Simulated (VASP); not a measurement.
# Ga (Cmce) in VASP: notebook

Runs on Ga. Level: PBE+D3(BJ). Tasks: single point.

All numbers are computed with VASP 6.6.1; they aren't measurements. Logs are shortened: lines on timing, memory, paths and dates and some standing lists are left out, and cuts for length are marked.

### Step 1. The cell of the first run

The structure is orthorhombic, space group Cmce (No. 64). The conventional cell has a = 4.432 Å, b = 7.598 Å, c = 4.556 Å, α = 90.00°, β = 90.00°, γ = 90.00°. Within 3.3 Å of Ga (site symmetry m) lie 7 Ga at 2.49 to 2.75 Å.

### Step 2. Single point, PBE+D3(BJ)

INCAR reads:

```
SYSTEM = Ga
PREC = Accurate ; ENCUT = 520
EDIFF = 1E-6 ; ISMEAR = 0
SIGMA = 0.1 ; LREAL = .FALSE.
LASPH = .TRUE. ; NELM = 100
ALGO = Normal ; ISIF = 2
LWAVE = .FALSE. ; LCHARG = .FALSE.
GGA = PE ; IVDW = 12
NBANDS = 34
```

KPOINTS reads:

```
regular mesh
0
G
  6 6 4
  0 0 0
```

POSCAR reads:

```
Ga
1.0
    2.2160233300     -3.7989918400      0.0000000000
    2.2160233300      3.7989918400      0.0000000000
    0.0000000000      0.0000000000      4.5555035300
Ga
4
Direct
    0.6556957200      0.3443042800      0.4154013900
    0.8443042800      0.1556957200      0.9154013900
    0.3443042800      0.6556957200      0.5845986100
    0.1556957200      0.8443042800      0.0845986100
```

Potentials or basis: VASP PAW PBE potentials, release 64 (Ga_d).

Command:

```bash
> cat potpaw_PBE.64/Ga_d/POTCAR > POTCAR
> mpirun -np 1 vasp_std > vasp.out
```

OUTCAR:

```text
SYSTEM = Ga
   PREC = Accurate
   ENCUT = 520
   EDIFF = 1E-6
   ISMEAR = 0
   LREAL = .FALSE.
   LASPH = .TRUE.
   NELM = 100
   ISIF = 2
   GGA = PE
   IVDW = 12
 IVDW          = 12

 ion  position               nearest neighbor table
   1  0.656  0.344  0.415-   3 2.49   4 2.68   4 2.68   2 2.69   2 2.69   3 2.75   3 2.75
   2  0.844  0.156  0.915-   4 2.49   3 2.68   3 2.68   1 2.69   1 2.69   4 2.75   4 2.75
   3  0.344  0.656  0.585-   1 2.49   2 2.68   2 2.68   4 2.69   4 2.69   1 2.75   1 2.75
   4  0.156  0.844  0.085-   2 2.49   1 2.68   1 2.68   3 2.69   3 2.69   2 2.75   2 2.75

  LATTYP: Found a base centered orthorhombic cell.
 ALAT       =     4.4320466600
 B/A-ratio  =     1.7143284498
 C/A-ratio  =     1.0278554987

  Lattice vectors:

 A1 = (   2.2160233300,  -3.7989918400,   0.0000000000)
 A2 = (   2.2160233300,   3.7989918400,   0.0000000000)
 A3 = (   0.0000000000,   0.0000000000,   4.5555035300)

Analysis of symmetry for initial positions (statically):
=====================================================================
 Subroutine PRICEL returns:
 Original cell was already a primitive cell.

 Routine SETGRP: Setting up the symmetry group for a
 base centered orthorhombic supercell.

 Subroutine GETGRP returns: Found  8 space group operations
 (whereof  4 operations were pure point group operations)
 out of a pool of  8 trial point group operations.

The static configuration has the point symmetry C_2h.
 The point group associated with its full space group is D_2h.

Analysis of symmetry for dynamics (positions and initial velocities):
=====================================================================
 Subroutine PRICEL returns:
 Original cell was already a primitive cell.

 Routine SETGRP: Setting up the symmetry group for a
 base centered orthorhombic supercell.

 Subroutine GETGRP returns: Found  8 space group operations
 (whereof  4 operations were pure point group operations)
 out of a pool of  8 trial point group operations.

The dynamic configuration has the point symmetry C_2h.
 The point group associated with its full space group is D_2h.

 Subroutine INISYM returns: Found  8 space group operations
 (whereof  4 operations are pure point group operations),
 and found     1 'primitive' translations

----------------------------------------------------------------------------------------

                                     Primitive cell

  volume of cell :      76.7024

  direct lattice vectors                    reciprocal lattice vectors
     2.216023330 -3.798991840  0.000000000     0.225629394 -0.131613865  0.000000000
     2.216023330  3.798991840  0.000000000     0.225629394  0.131613865  0.000000000
     0.000000000  0.000000000  4.555503530     0.000000000  0.000000000  0.219514702

  length of vectors
     4.398078944  4.398078944  4.555503530     0.261210323  0.261210323  0.219514702

  position of ions in fractional coordinates (direct lattice)
     0.655695720  0.344304280  0.415401390
     0.844304280  0.155695720  0.915401390
     0.344304280  0.655695720  0.584598610
     0.155695720  0.844304280  0.084598610

  ion indices of the primitive-cell ions
   primitive index   ion index
                 1           1
                 2           2
                 3           3
                 4           4

----------------------------------------------------------------------------------------

 KPOINTS: regular mesh

Automatic generation of k-mesh.
 Grid dimensions read from file:
 generate k-points for:    6    6    4

 Generating k-lattice:

  Cartesian coordinates                     Fractional coordinates (reciprocal lattice)
     0.037604899 -0.021935644  0.000000000     0.166666667  0.000000000  0.000000000
     0.037604899  0.021935644  0.000000000     0.000000000  0.166666667  0.000000000
     0.000000000  0.000000000  0.054878676     0.000000000  0.000000000  0.250000000

  Length of vectors
     0.043535054  0.043535054  0.054878676

  Shift w.r.t. Gamma in fractional coordinates (k-lattice)
     0.000000000  0.000000000  0.000000000

 Subroutine IBZKPT returns following result:
 ===========================================

 Found     39 irreducible k-points:

 Following reciprocal coordinates:
            Coordinates               Weight
  0.000000  0.000000  0.000000      1.000000
  0.166667  0.000000  0.000000      4.000000
  0.333333  0.000000  0.000000      4.000000
  0.500000  0.000000  0.000000      2.000000
  0.166667  0.166667  0.000000      2.000000
  0.333333  0.166667  0.000000      4.000000
[... 16 lines left out ...]
  0.333333  0.333333  0.250000      4.000000
  0.500000  0.333333  0.250000      8.000000
 [... further k-points ...]
   k-points           NKPTS =     39   k-points in BZ     NKDIM =     39   number of bands    NBANDS=     34
   number of dos      NEDOS =    301   number of ions     NIONS =      4
   total plane-waves  NPLWV =  46656
   dimension x,y,z NGX =    36 NGY =   36 NGZ =   36
   dimension x,y,z NGXF=    72 NGYF=   72 NGZF=   72
   ions per type =               4
   NGX,Y,Z   is equivalent  to a cutoff of  13.61, 13.61, 13.14 a.u.
   NGXF,Y,Z  is equivalent  to a cutoff of  27.22, 27.22, 26.28 a.u.
 SYSTEM =  Ga
   PREC   = accura    normal or accurate (medium, high low for compatibility)
   ISTART =      0    job   : 0-new  1-cont  2-samecut
   ICHARG =      2    charge: 1-file 2-atom 10-const
   ISPIN  =      1    spin polarized calculation?
   LNONCOLLINEAR =      F non collinear calculations
   LSORBIT =      F    spin-orbit coupling
   LASPH  =      T    aspherical Exc in radial PAW
   ENCUT  =  520.0 eV  38.22 Ry    6.18 a.u.   8.18  8.18  8.47*2*pi/ulx,y,z
   NELM   =    100;   NELMIN=  2; NELMDL= -5     # of ELM steps
   EDIFF  = 0.1E-05   stopping-criterion for ELM
   LREAL  =      F    real-space projection
   EDIFFG = 0.1E-04   stopping-criterion for IOM
   NSW    =      0    number of steps for IOM
   IBRION =     -1    ionic relax: 0-MD 1-quasi-New 2-CG
   NFREE  =      0    steps in history (QN), initial steepest desc. (CG)
   ISIF   =      2    stress and relaxation
   ISYM   =      2    0-nonsym 1-usesym 2-fastsym
   POTIM  = 0.5000    time-step for ionic-motion
   TEBEG  =    0.0;   TEEND  =   0.0 temperature during run
   PSTRESS=    0.0 pullay stress
   NELECT =      52.0000    total number of electrons
   NUPDOWN=      -1.0000    fix difference up-down
   EMIN   =  10.00;   EMAX   =-10.00  energy-range for DOS
   EFERMI =   0.00;   METHOD = LEGACY
   ISMEAR =     0;   SIGMA  =   0.10  broadening in eV -4-tet -1-fermi 0-gaus
   EFERMI_NEDOS =   21; number of points for ismear=-14 and -15
   IALGO  =     38    algorithm
   IMIX   =      4    mixing-type and parameters
     AMIX     =   0.40;   BMIX     =  1.00
     AMIX_MAG =   1.60;   BMIX_MAG =  1.00
  volume/ion in A,a.u.               =      19.18       129.40
  Fermi-wavevector in a.u.,A,eV,Ry     =   1.438157  2.717722 28.140864  2.068295
  Thomas-Fermi vector in A             =   2.557155
   LORBIT       =      0    0 simple, 1 ext, 2 COOP (PROOUT), +10 PAW based schemes
   GGA     = PE    functional components
   LHFCALC =     F    Hartree Fock is set to
   AEXX    =    0.0000 exact exchange contribution
   IVDW    =    12    specifies the selected vdW correction
   LEPSILON=     F    determine dielectric tensor
   LRPA    =     F    only Hartree local field effects (RPA)
 non-spin polarized calculation
 Gauss-broadening in eV      SIGMA  =   0.10
  energy-cutoff  :      520.00
  volume of cell :       76.70
 maximum number of plane-waves:      2087
 NGX is ok and might be reduce to    36
   NGX = 17   NGY = 17   NGZ = 17

 number of electron      52.0000028 magnetization

 Free energy of the ion-electron system (eV)
  ---------------------------------------------------
  ext. energy  EPLUGINS =         0.00000000
  ---------------------------------------------------
  free energy    TOTEN  =       -11.63783652 eV

  energy without entropy =      -11.63482232  energy(sigma->0) =      -11.63632942

 E-fermi :   5.2445     XC(G=0): -10.7520

 val. band max:        5.2151574765   @ k =  -0.3333   0.1667   0.0000
 cond. band min:       5.2592394408   @ k =   0.0000   0.0000   0.5000
 fundamental gap:      0.0440819643
 Fermi energy:         5.2445320367

 k-point     1 :       0.0000    0.0000    0.0000
  band No.  band energies     occupation
      1      -9.9739      2.00000
      2      -9.9583      2.00000
      3      -9.9197      2.00000
      4      -9.9088      2.00000
      5      -9.9017      2.00000
      6      -9.8680      2.00000
[... 26 lines left out ...]
     33      11.9644      0.00000
     34      12.7088      0.00000

 k-point     2 :       0.1667    0.0000    0.0000
  band No.  band energies     occupation
      1      -9.9773      2.00000
      2      -9.9463      2.00000
      3      -9.9306      2.00000
      4      -9.9185      2.00000
      5      -9.8795      2.00000
      6      -9.8590      2.00000
[... 26 lines left out ...]
     33      11.7453      0.00000
     34      12.5202      0.00000

 k-point     3 :       0.3333    0.0000    0.0000
  band No.  band energies     occupation
      1      -9.9732      2.00000
      2      -9.9425      2.00000
      3      -9.9424      2.00000
      4      -9.9100      2.00000
      5      -9.8728      2.00000
      6      -9.8724      2.00000
[... 26 lines left out ...]
     33      11.0900      0.00000
     34      12.5387      0.00000
[... 704 lines left out ...]
 k-point    23 :       0.3333    0.3333    0.2500
  band No.  band energies     occupation
      1     -10.0150      2.00000
      2      -9.9647      2.00000
      3      -9.9473      2.00000
      4      -9.8978      2.00000
      5      -9.8810      2.00000
      6      -9.8482      2.00000
[... 26 lines left out ...]
     33      12.9372      0.00000
     34      13.2066      0.00000

 k-point    24 :       0.5000    0.3333    0.2500
  band No.  band energies     occupation
      1     -10.0112      2.00000
      2      -9.9650      2.00000
      3      -9.9389      2.00000
      4      -9.9123      2.00000
      5      -9.8939      2.00000
      6      -9.8739      2.00000
[... 26 lines left out ...]
     33      13.0451      0.00000
     34      14.0275      0.00000

 [... further k-points ...]

------------------------ aborting loop because EDIFF is reached ----------------------------------------

 Edisp (eV)   -1.21003

 E8    (eV) :    -0.5698

  FORCE on cell =-STRESS in cart. coord.  units (eV):
  Direction    XX          YY          ZZ          XY          YZ          ZX
  --------------------------------------------------------------------------------------
  -------------------------------------------------------------------------------------
  Total       0.64335     0.29013    -0.02344     0.00000     0.00000     0.00000
  in kB      13.43845     6.06033    -0.48956     0.00000     0.00000     0.00000
  external pressure =        6.34 kB  Pullay stress =        0.00 kB

 VOLUME and BASIS-vectors are now :
 -----------------------------------------------------------------------------
  energy-cutoff  :      520.00
  volume of cell :       76.70
      direct lattice vectors                 reciprocal lattice vectors
     2.216023330 -3.798991840  0.000000000     0.225629394 -0.131613865  0.000000000
     2.216023330  3.798991840  0.000000000     0.225629394  0.131613865  0.000000000
     0.000000000  0.000000000  4.555503530     0.000000000  0.000000000  0.219514702

 POSITION                                       TOTAL-FORCE (eV/Angst)
 -----------------------------------------------------------------------------------
      2.21602     -1.18297      1.89236         0.000000      0.003734      0.004795
      2.21602     -2.61602      4.17011         0.000000     -0.003734      0.004795
      2.21602      1.18297      2.66314         0.000000     -0.003734     -0.004795
      2.21602      2.61602      0.38539         0.000000      0.003734     -0.004795
 -----------------------------------------------------------------------------------
    total drift:                                0.000000     -0.000000      0.000000

  FREE ENERGIE OF THE ION-ELECTRON SYSTEM (eV)
  ---------------------------------------------------
  free  energy   TOTEN  =       -12.8478689937 eV

  energy  without entropy=      -12.8448547873  energy(sigma->0) =      -12.84636189
```

Run time: 56 s. Hardware: 1 thread of Intel Xeon Platinum 8488C (Sapphire Rapids), shared host; peak memory 0.25 GiB.

Results:

```
Free energy                : -12.8479 eV
Pressure                   : 0.6 GPa
Largest force              : 0.006 eV/Å
Band gap on the k mesh     : zero (bands 26 and 27 overlap by 1.03 eV)
Dispersion energy per atom : -0.303 eV
```

Forces on the atoms (eV/Å):
```
Ga   0.000  0.004  0.005
Ga   0.000 -0.004  0.005
Ga   0.000 -0.004 -0.005
Ga   0.000  0.004 -0.005
```

Stress tensor (GPa, compression positive):
```
 1.34  0.00  0.00
 0.00  0.61  0.00
 0.00  0.00 -0.05
```

### Step 3. Single point, PBE+D3(BJ)

This run uses another cell than the first one, of 19.39 Å³/atom.

INCAR reads:

```
SYSTEM = Ga
PREC = Accurate
ENCUT = 520
EDIFF = 1E-7
ISMEAR = 0
SIGMA = 0.1
LREAL = .False.
LASPH = .True.
NELM = 80
ALGO = Fast
ISIF = 2
LWAVE = .False.
LCHARG = .False.
GGA = PE
IVDW = 12
NBANDS = 34
```

KPOINTS reads:

```
regular mesh
0
Gamma
  12 12 10
  0 0 0
```

POSCAR reads:

```
Ga
1.0
    2.2488727491     -3.8165627921      0.0000000000
    2.2488727491      3.8165627921      0.0000000000
    0.0000000000      0.0000000000      4.5183302658
Ga
4
Direct
    0.6558675122      0.3441324878      0.4169096279
    0.8441324878      0.1558675122      0.9169096279
    0.3441324878      0.6558675122      0.5830903721
    0.1558675122      0.8441324878      0.0830903721
```

Potentials or basis: VASP PAW PBE potentials, release 64 (Ga_d).

Command:

```bash
> cat potpaw_PBE.64/Ga_d/POTCAR > POTCAR
> mpirun -np 1 vasp_std > vasp.out
```

It took 11 min on 1 thread of Intel Xeon Platinum 8488C (Sapphire Rapids), shared host; peak memory 0.56 GiB.

Results (log left out):

```yaml
Free_energy: -12.8003 eV
Pressure: 0.1 GPa
Largest_force: 0.003 eV/Å
Band_gap_on_the_k_mesh: zero (bands 26 and 27 overlap by 1.36 eV)
Dispersion_energy_per_atom: -0.299 eV
```

Forces in eV/Å, atoms in the order of the input:
```
Ga   0.000  0.003  0.001
Ga   0.000 -0.003  0.001
Ga   0.000 -0.003 -0.001
Ga   0.000  0.003 -0.001
```

Levels at points of the mesh, in eV from the Fermi level:
| k point | band 22 | band 23 | band 24 | band 25 | band 26 | band 27 | band 28 | band 29 | band 30 | band 31 |
| --- | --- | --- | --- | --- | --- | --- | --- | --- | --- | --- |
| (0.00, 0.00, 0.00) | -4.21 | -3.73 | -1.70 | -1.68 | -0.70 | 0.96 | 1.01 | 1.13 | 5.16 | 5.44 |
| (0.50, 0.00, 0.00) | -8.59 | -3.41 | -3.41 | -1.35 | -1.35 | 0.77 | 0.77 | 4.20 | 4.20 | 5.38 |
| (0.50, 0.50, 0.00) | -7.24 | -4.10 | -3.26 | -1.72 | -1.52 | 1.13 | 1.24 | 3.41 | 3.84 | 4.31 |
| (0.00, 0.00, 0.50) | -9.22 | -0.08 | -0.08 | 0.03 | 0.03 | 0.11 | 0.11 | 2.10 | 2.10 | 3.97 |
| (0.50, 0.00, 0.50) | -7.16 | -6.25 | -6.25 | -1.51 | -1.51 | 0.57 | 0.57 | 7.27 | 7.27 | 7.85 |
| (0.50, 0.50, 0.50) | -7.57 | -5.34 | -5.34 | -1.24 | -1.24 | -0.88 | -0.88 | 6.73 | 6.73 | 7.99 |

The gap in the log of VASP goes by the Fermi energy; the results here count the filled bands.